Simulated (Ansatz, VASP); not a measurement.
# One calculation of GaH, two programs

```
CELL_PARAMETERS angstrom
1.62105 0.93592 2.68663
-1.62105 0.93592 2.68663
0.00000 -1.87183 2.68663
ATOMIC_POSITIONS crystal
Ga 0.00000 0.00000 0.00000
H 0.50000 0.50000 0.50000
```

Alike in both runs: functional PBE; k mesh 5 × 5 × 5; occupations gaussian, width 0.15 eV; no spin polarisation.

Ansatz relaxed the structure, and its values are those at the end. VASP's run is a single point on that final structure, the one shown.

|  | VASP | Ansatz |
| --- | --- | --- |
| version | VASP 6.6.1 | Ansatz 0.2.0 |
| potentials or method | VASP PAW PBE potentials, release 64 (Ga_d, H), cutoff 500 eV | scalar-relativistic, plane waves, PAW |
| valence electrons in the cell | 14 | 14 |

|  | VASP | Ansatz | Ansatz less VASP |
| --- | --- | --- | --- |
| gap on the k mesh at the Fermi level (eV) | none | none | - |
| pressure (GPa) | -0.5 | -0.5 | 0.00 |

A gap of «none» marks a metal or a gap that the smearing closes.

The k mesh is coarse, so the values compare programs but aren't converged.
